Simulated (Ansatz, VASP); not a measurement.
## SiC: VASP beside Ansatz

```
Si C
1.0
     3.21921    0.00000    0.00000
     0.00000    3.21921    0.00000
     0.00000    0.00000    4.06775
Si C
2 2
Cartesian
  0.0000 1.6096 0.9563
  1.6096 0.0000 3.1114
  0.0000 0.0000 0.0000
  1.6096 1.6096 0.0000
```

Alike in both runs: task relaxation of cell and atoms; functional r2SCAN; k mesh 6 × 6 × 4; occupations gaussian, width 0.1 eV; no spin polarisation.

|  | VASP | Ansatz |
| --- | --- | --- |
| version | VASP 6.6.1 | Ansatz 0.2.0 |
| potentials or method | VASP PAW PBE potentials, release 64 (Si, C), cutoff 600 eV | scalar-relativistic, plane waves, PAW |
| valence electrons in the cell | 16 | 16 |

```tsv
	VASP	Ansatz	Ansatz less VASP
gap on the k mesh at the Fermi level, each at its own relaxed structure (eV)	none	none	-
relaxed volume (Å³/atom)	11.66	11.62	-0.043
relaxed cell length with the largest relative difference (Å)	3.249	3.243	-0.0063
```

VASP's potentials were made for PBE, not for r2SCAN. A gap of «none» marks a metal or a gap that the smearing closes.

The k mesh is coarse, so the values compare programs but aren't converged.
